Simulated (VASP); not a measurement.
# Al (Fm-3m) in VASP: a series of runs

The runs below take Al through single point, with PBEsol.

All numbers are computed with VASP 6.6.1; they aren't measurements. Logs are shortened: lines on timing, memory, paths and dates and some standing lists are left out, and cuts for length are marked.

## 1. The cell of the first run

It takes space group Fm-3m (No. 225, cubic). The conventional cell has a = 3.967 Å, b = 3.967 Å, c = 3.967 Å, α = 90.00°, β = 90.00°, γ = 90.00°. Al (site symmetry m-3m) has 12 Al at 2.81 Å within 3.7 Å.

## 2. Single point, PBEsol

Input file INCAR:

```
  PREC = Accurate
  ENCUT = 520
  EDIFF = 1E-6
  ISMEAR = 1
  SIGMA = 0.1
  LREAL = F
  LASPH = T
  NELM = 80
  ALGO = Normal
  ISIF = 2
  LWAVE = F
  LCHARG = T
  GGA = PS
  LELF = T
  LVHAR = T
  NBANDS = 8
```

Input file KPOINTS:

```
Automatic mesh
0
Gamma
  12 12 12
```

Input file POSCAR:

```
Al
1.0
    0.0000000000      1.9834708509      1.9834708509
    1.9834708509      0.0000000000      1.9834708509
    1.9834708509      1.9834708509      0.0000000000
Al
1
Direct
    0.0000000000      0.0000000000      0.0000000000
```

Potentials or basis: VASP PAW PBE potentials, release 64 (Al).

On the command line:

```bash
$ cat potpaw_PBE.64/Al/POTCAR > POTCAR
$ mpirun -np 1 vasp_std > vasp.out
```

OUTCAR:

```text
PREC = Accurate
   ENCUT = 520
   EDIFF = 1E-6
   ISMEAR = 1
   LREAL = F
   LASPH = T
   NELM = 80
   ISIF = 2
   GGA = PS

 ion  position               nearest neighbor table
   1  0.000  0.000  0.000-

  LATTYP: Found a face centered cubic cell.
 ALAT       =     3.9669417018

  Lattice vectors:

 A1 = (   0.0000000000,   1.9834708509,   1.9834708509)
 A2 = (   1.9834708509,   0.0000000000,   1.9834708509)
 A3 = (   1.9834708509,   1.9834708509,   0.0000000000)

Analysis of symmetry for initial positions (statically):
=====================================================================
 Subroutine PRICEL returns:
 Original cell was already a primitive cell.

 Routine SETGRP: Setting up the symmetry group for a
 face centered cubic supercell.

 Subroutine GETGRP returns: Found 48 space group operations
 (whereof 48 operations were pure point group operations)
 out of a pool of 48 trial point group operations.

The static configuration has the point symmetry O_h .

Analysis of symmetry for dynamics (positions and initial velocities):
=====================================================================
 Subroutine PRICEL returns:
 Original cell was already a primitive cell.

 Routine SETGRP: Setting up the symmetry group for a
 face centered cubic supercell.

 Subroutine GETGRP returns: Found 48 space group operations
 (whereof 48 operations were pure point group operations)
 out of a pool of 48 trial point group operations.

The dynamic configuration has the point symmetry O_h .

 Subroutine INISYM returns: Found 48 space group operations
 (whereof 48 operations are pure point group operations),
 and found     1 'primitive' translations

----------------------------------------------------------------------------------------

                                     Primitive cell

  volume of cell :      15.6066

  direct lattice vectors                    reciprocal lattice vectors
     0.000000000  1.983470851  1.983470851    -0.252083362  0.252083362  0.252083362
     1.983470851  0.000000000  1.983470851     0.252083362 -0.252083362  0.252083362
     1.983470851  1.983470851  0.000000000     0.252083362  0.252083362 -0.252083362

  length of vectors
     2.805051378  2.805051378  2.805051378     0.436621190  0.436621190  0.436621190

  position of ions in fractional coordinates (direct lattice)
     0.000000000  0.000000000  0.000000000

  ion indices of the primitive-cell ions
   primitive index   ion index
                 1           1

----------------------------------------------------------------------------------------

 KPOINTS: Automatic mesh

Automatic generation of k-mesh.
 Grid dimensions read from file:
 generate k-points for:   12   12   12

 Generating k-lattice:

  Cartesian coordinates                     Fractional coordinates (reciprocal lattice)
    -0.021006947  0.021006947  0.021006947     0.083333333  0.000000000  0.000000000
     0.021006947 -0.021006947  0.021006947     0.000000000  0.083333333  0.000000000
     0.021006947  0.021006947 -0.021006947     0.000000000  0.000000000  0.083333333

  Length of vectors
     0.036385099  0.036385099  0.036385099

  Shift w.r.t. Gamma in fractional coordinates (k-lattice)
     0.000000000  0.000000000  0.000000000

 Subroutine IBZKPT returns following result:
 ===========================================

 Found     72 irreducible k-points:

 Following reciprocal coordinates:
            Coordinates               Weight
  0.000000  0.000000  0.000000      1.000000
  0.083333  0.000000  0.000000      8.000000
  0.166667  0.000000  0.000000      8.000000
  0.250000  0.000000  0.000000      8.000000
  0.333333  0.000000  0.000000      8.000000
  0.416667  0.000000  0.000000      8.000000
[... 16 lines left out ...]
  0.500000  0.166667  0.000000     24.000000
 -0.416667  0.166667  0.000000     24.000000
 [... further k-points ...]
   k-points           NKPTS =     72   k-points in BZ     NKDIM =     72   number of bands    NBANDS=      8
   number of dos      NEDOS =    301   number of ions     NIONS =      1
   total plane-waves  NPLWV =  13824
   dimension x,y,z NGX =    24 NGY =   24 NGZ =   24
   dimension x,y,z NGXF=    48 NGYF=   48 NGZF=   48
   ions per type =               1
   NGX,Y,Z   is equivalent  to a cutoff of  14.22, 14.22, 14.22 a.u.
   NGXF,Y,Z  is equivalent  to a cutoff of  28.45, 28.45, 28.45 a.u.
 SYSTEM =  unknown system
   PREC   = accura    normal or accurate (medium, high low for compatibility)
   ISTART =      0    job   : 0-new  1-cont  2-samecut
   ICHARG =      2    charge: 1-file 2-atom 10-const
   ISPIN  =      1    spin polarized calculation?
   LNONCOLLINEAR =      F non collinear calculations
   LSORBIT =      F    spin-orbit coupling
   LASPH  =      T    aspherical Exc in radial PAW
   ENCUT  =  520.0 eV  38.22 Ry    6.18 a.u.   5.22  5.22  5.22*2*pi/ulx,y,z
   NELM   =     80;   NELMIN=  2; NELMDL= -5     # of ELM steps
   EDIFF  = 0.1E-05   stopping-criterion for ELM
   LREAL  =      F    real-space projection
   EDIFFG = 0.1E-04   stopping-criterion for IOM
   NSW    =      0    number of steps for IOM
   IBRION =     -1    ionic relax: 0-MD 1-quasi-New 2-CG
   NFREE  =      0    steps in history (QN), initial steepest desc. (CG)
   ISIF   =      2    stress and relaxation
   ISYM   =      2    0-nonsym 1-usesym 2-fastsym
   POTIM  = 0.5000    time-step for ionic-motion
   TEBEG  =    0.0;   TEEND  =   0.0 temperature during run
   PSTRESS=    0.0 pullay stress
   NELECT =       3.0000    total number of electrons
   NUPDOWN=      -1.0000    fix difference up-down
   EMIN   =  10.00;   EMAX   =-10.00  energy-range for DOS
   EFERMI =   0.00;   METHOD = LEGACY
   ISMEAR =     1;   SIGMA  =   0.10  broadening in eV -4-tet -1-fermi 0-gaus
   EFERMI_NEDOS =   21; number of points for ismear=-14 and -15
   IALGO  =     38    algorithm
   IMIX   =      4    mixing-type and parameters
     AMIX     =   0.40;   BMIX     =  1.00
     AMIX_MAG =   1.60;   BMIX_MAG =  1.00
  volume/ion in A,a.u.               =      15.61       105.32
  Fermi-wavevector in a.u.,A,eV,Ry     =   0.944814  1.785439 12.145548  0.892673
  Thomas-Fermi vector in A             =   2.072655
   LORBIT       =      0    0 simple, 1 ext, 2 COOP (PROOUT), +10 PAW based schemes
   GGA     = PS    functional components
   LHFCALC =     F    Hartree Fock is set to
   AEXX    =    0.0000 exact exchange contribution
   IVDW    =     0    specifies the selected vdW correction
   LEPSILON=     F    determine dielectric tensor
   LRPA    =     F    only Hartree local field effects (RPA)
 non-spin polarized calculation
 Methfessel and Paxton  Order N= 1 SIGMA  =   0.10
  energy-cutoff  :      520.00
  volume of cell :       15.61
 maximum number of plane-waves:       444
 NGX is ok and might be reduce to    24
   NGX = 11   NGY = 11   NGZ = 11

 number of electron       3.0000000 magnetization

 Free energy of the ion-electron system (eV)
  ---------------------------------------------------
  ext. energy  EPLUGINS =         0.00000000
  ---------------------------------------------------
  free energy    TOTEN  =        -4.09204503 eV

  energy without entropy =       -4.09237075  energy(sigma->0) =       -4.09215361

 E-fermi :   8.4025     XC(G=0): -10.4608

 val. band max:        8.3501054148   @ k =  -0.3333   0.4167   0.0833
 cond. band min:       8.4626131896   @ k =  -0.4167   0.4167   0.0833
 fundamental gap:      0.1125077748
 Fermi energy:         8.4024868152

 k-point     1 :       0.0000    0.0000    0.0000
  band No.  band energies     occupation
      1      -2.9775      2.00000
      2      21.4490      0.00000
      3      21.4490      0.00000
      4      21.4490      0.00000
      5      23.3726      0.00000
      6      23.3726      0.00000
      7      23.3726      0.00000
      8      25.4387      0.00000

 k-point     2 :       0.0833    0.0000    0.0000
  band No.  band energies     occupation
      1      -2.7817      2.00000
      2      18.8456      0.00000
      3      20.9493      0.00000
      4      20.9493      0.00000
      5      23.9174      0.00000
      6      24.1791      0.00000
      7      24.1791      0.00000
      8      27.3627      0.00000

 k-point     3 :       0.1667    0.0000    0.0000
  band No.  band energies     occupation
      1      -2.1962      2.00000
      2      15.3896      0.00000
      3      20.2735      0.00000
      4      20.2735      0.00000
      5      23.6809      0.00000
      6      25.2474      0.00000
      7      25.2474      0.00000
      8      26.2943      0.00000

 k-point     4 :       0.2500    0.0000    0.0000
  band No.  band energies     occupation
      1      -1.2261      2.00000
      2      12.0896      0.00000
      3      19.8352      0.00000
      4      19.8352      0.00000
      5      23.4188      0.00000
      6      23.8178      0.00000
      7      23.8178      0.00000
      8      27.9669      0.00000

 k-point     5 :       0.3333    0.0000    0.0000
  band No.  band energies     occupation
      1       0.1204      2.00000
      2       9.0541     -0.00000
      3      19.6964      0.00000
      4      19.6964      0.00000
      5      22.3765      0.00000
      6      22.3765      0.00000
      7      23.3759      0.00000
      8      26.5080      0.00000
[... 177 lines left out ...]
 k-point    22 :       0.4167    0.1667    0.0000
  band No.  band energies     occupation
      1       1.3258      2.00000
      2       8.7337     -0.00003
      3      16.0625      0.00000
      4      16.7635      0.00000
      5      18.5502      0.00000
      6      25.9622      0.00000
      7      26.0733      0.00000
      8      29.0842      0.00000

 k-point    23 :       0.5000    0.1667    0.0000
  band No.  band energies     occupation
      1       3.1405      2.00000
      2       6.1367      2.00000
      3      14.9738      0.00000
      4      17.0462      0.00000
      5      18.8895      0.00000
      6      25.0665      0.00000
      7      27.5828      0.00000
      8      29.4667      0.00000

 k-point    24 :      -0.4167    0.1667    0.0000
  band No.  band energies     occupation
      1       3.8151      2.00000
      2       5.3463      2.00000
      3      14.2286      0.00000
      4      17.6603      0.00000
      5      19.5748      0.00000
      6      24.3548      0.00000
      7      27.2384      0.00000
      8      30.1851      0.00000

 [... further k-points ...]
[... 5 lines left out ...]
  --------------------------------------------------------------------------------------
  -------------------------------------------------------------------------------------
  Total        0.3571643      0.3571643      0.3571643      0.0000000     -0.0000000     -0.0000000
  in kB       36.6666469     36.6666469     36.6666469      0.0000000     -0.0000000     -0.0000000
  external PRESSURE =      36.6666469 kB  Pullay stress =       0.0000000 kB

 VOLUME and BASIS-vectors are now :
 -----------------------------------------------------------------------------
  energy-cutoff  :      520.00
  volume of cell :       15.61
      direct lattice vectors                 reciprocal lattice vectors
     0.000000000  1.983470851  1.983470851    -0.252083362  0.252083362  0.252083362
     1.983470851  0.000000000  1.983470851     0.252083362 -0.252083362  0.252083362
     1.983470851  1.983470851  0.000000000     0.252083362  0.252083362 -0.252083362

 POSITION                                       TOTAL-FORCE (eV/Angst)
 -----------------------------------------------------------------------------------
      0.00000      0.00000      0.00000         0.000000      0.000000      0.000000
 -----------------------------------------------------------------------------------
    total drift:                               -0.000000     -0.000000     -0.000000

  FREE ENERGIE OF THE ION-ELECTRON SYSTEM (eV)
  ---------------------------------------------------
  free  energy   TOTEN  =        -4.0920450319 eV

  energy  without entropy=       -4.0923707548  energy(sigma->0) =       -4.09215361
```

Run time: 4.6 s. Hardware: 1 thread of Intel Xeon Platinum 8488C (Sapphire Rapids), shared host; peak memory 0.13 GiB.

Results:

| Item | Value |
| --- | --- |
| Free energy | -4.0920 eV |
| Pressure | 3.7 GPa |

Caveat: the PAW data sets were made with another functional, which shifts forces and pressure a little.

## 3. Single point, PBEsol

This run uses another cell than the first one, of 15.94 Å³/atom, 1.021 times its volume.

Input file INCAR:

```
SYSTEM = Al
  PREC = Accurate
  ENCUT = 520
  EDIFF = 1E-6
  ISMEAR = 1
  SIGMA = 0.1
  LREAL = .False.
  LASPH = .True.
  NELM = 80
  ALGO = Normal
  ISIF = 2
  LWAVE = .False.
  LCHARG = .True.
  GGA = PS
  LELF = .True.
  LVHAR = .True.
  NBANDS = 8
```

Input file KPOINTS:

```
Automatic mesh
0
Gamma
  12 12 12
  0 0 0
```

Input file POSCAR:

```
Al
1.0
    0.0000000000      1.9974394157      1.9974394157
    1.9974394157      0.0000000000      1.9974394157
    1.9974394157      1.9974394157      0.0000000000
Al
1
Direct
    0.0000000000      0.0000000000      0.0000000000
```

Potentials or basis: VASP PAW PBE potentials, release 64 (Al).

On the command line:

```bash
$ cat potpaw_PBE.64/Al/POTCAR > POTCAR
$ mpirun -np 1 vasp_std > vasp.out
```

OUTCAR:

```text
SYSTEM = Al
   PREC = Accurate
   ENCUT = 520
   EDIFF = 1E-6
   ISMEAR = 1
   LREAL = .False.
   LASPH = .True.
   NELM = 80
   ISIF = 2
   GGA = PS

 ion  position               nearest neighbor table
   1  0.000  0.000  0.000-

  LATTYP: Found a face centered cubic cell.
 ALAT       =     3.9948788314

  Lattice vectors:

 A1 = (   0.0000000000,   1.9974394157,   1.9974394157)
 A2 = (   1.9974394157,   0.0000000000,   1.9974394157)
 A3 = (   1.9974394157,   1.9974394157,   0.0000000000)

Analysis of symmetry for initial positions (statically):
=====================================================================
 Subroutine PRICEL returns:
 Original cell was already a primitive cell.

 Routine SETGRP: Setting up the symmetry group for a
 face centered cubic supercell.

 Subroutine GETGRP returns: Found 48 space group operations
 (whereof 48 operations were pure point group operations)
 out of a pool of 48 trial point group operations.

The static configuration has the point symmetry O_h .

Analysis of symmetry for dynamics (positions and initial velocities):
=====================================================================
 Subroutine PRICEL returns:
[... 154 lines left out ...]
  energy without entropy =       -4.09825043  energy(sigma->0) =       -4.09780780

 E-fermi :   8.1689     XC(G=0): -10.3830

 val. band max:        8.0865637853   @ k =  -0.3333   0.4167   0.0833
 cond. band min:       8.2438286496   @ k =  -0.4167   0.4167   0.0833
 fundamental gap:      0.1572648644
 Fermi energy:         8.1689102145

 k-point     1 :       0.0000    0.0000    0.0000
  band No.  band energies     occupation
      1      -3.0554      2.00000
      2      21.1036      0.00000
      3      21.1036      0.00000
      4      21.1036      0.00000
      5      22.8614      0.00000
      6      22.8614      0.00000
      7      22.8614      0.00000
      8      25.0549      0.00000
[... 243 lines left out ...]
 k-point    24 :      -0.4167    0.1667    0.0000
  band No.  band energies     occupation
      1       3.6535      2.00000
      2       5.1537      2.00000
      3      13.9227      0.00000
      4      17.2988      0.00000
      5      19.1883      0.00000
      6      23.9176      0.00000
      7      26.7397      0.00000
      8      29.6935      0.00000

 [... further k-points ...]
[... 5 lines left out ...]
  --------------------------------------------------------------------------------------
  -------------------------------------------------------------------------------------
  Total        0.1688224      0.1688224      0.1688224     -0.0000000      0.0000000      0.0000000
  in kB       16.9703102     16.9703102     16.9703102     -0.0000000      0.0000000      0.0000000
  external PRESSURE =      16.9703102 kB  Pullay stress =       0.0000000 kB

 VOLUME and BASIS-vectors are now :
 -----------------------------------------------------------------------------
  energy-cutoff  :      520.00
  volume of cell :       15.94
      direct lattice vectors                 reciprocal lattice vectors
     0.000000000  1.997439416  1.997439416    -0.250320483  0.250320483  0.250320483
     1.997439416  0.000000000  1.997439416     0.250320483 -0.250320483  0.250320483
     1.997439416  1.997439416  0.000000000     0.250320483  0.250320483 -0.250320483

 POSITION                                       TOTAL-FORCE (eV/Angst)
 -----------------------------------------------------------------------------------
      0.00000      0.00000      0.00000         0.000000      0.000000      0.000000
 -----------------------------------------------------------------------------------
    total drift:                                0.000000     -0.000000     -0.000000

  FREE ENERGIE OF THE ION-ELECTRON SYSTEM (eV)
  ---------------------------------------------------
  free  energy   TOTEN  =        -4.0975864909 eV

  energy  without entropy=       -4.0982504304  energy(sigma->0) =       -4.09780780
```

OSZICAR:

```text
N       E                     dE             d eps       ncg     rms          rms(c)
DAV:   1    -0.242181271539E+01   -0.24218E+01   -0.82017E+02  1160   0.201E+02
DAV:   2    -0.411747268949E+01   -0.16957E+01   -0.16319E+01  1608   0.197E+01
DAV:   3    -0.412601333911E+01   -0.85406E-02   -0.85390E-02  1440   0.158E+00
DAV:   4    -0.412603758431E+01   -0.24245E-04   -0.24246E-04  1832   0.786E-02
DAV:   5    -0.412603760185E+01   -0.17546E-07   -0.16523E-07  1464   0.122E-03    0.145E+00
DAV:   6    -0.410908646160E+01    0.16951E-01   -0.19128E-03  1576   0.184E-01    0.824E-01
DAV:   7    -0.409760291188E+01    0.11484E-01   -0.52930E-03  1528   0.296E-01    0.175E-01
DAV:   8    -0.409758711480E+01    0.15797E-04   -0.19627E-05  1704   0.295E-02    0.140E-02
DAV:   9    -0.409758649090E+01    0.62389E-06   -0.28312E-07  1584   0.258E-03
   1 F= -.40975865E+01 E0= -.40978078E+01  d E =0.663939E-03
```

Run time: 4.6 s. Hardware: 1 thread of Intel Xeon Platinum 8488C (Sapphire Rapids), shared host; peak memory 0.13 GiB.

What came out:

| Quantity | Value |
| --- | --- |
| Free energy | -4.0976 eV |
| Pressure | 1.7 GPa |

Levels at points of the mesh, in eV from the Fermi level:
| k point | band 1 | band 2 | band 3 | band 4 | band 5 | band 6 |
| --- | --- | --- | --- | --- | --- | --- |
| (0.00, 0.00, 0.00) | -11.22 | 12.93 | 12.93 | 12.93 | 14.69 | 14.69 |
| (0.50, 0.00, 0.00) | -4.59 | -4.28 | 11.74 | 11.74 | 11.92 | 11.92 |
| (0.50, 0.50, 0.00) | -2.86 | -1.47 | 5.41 | 5.90 | 5.90 | 9.53 |

Caveat: the PAW data sets were made with another functional, which shifts forces and pressure a little.

[end of part 1 of 2]
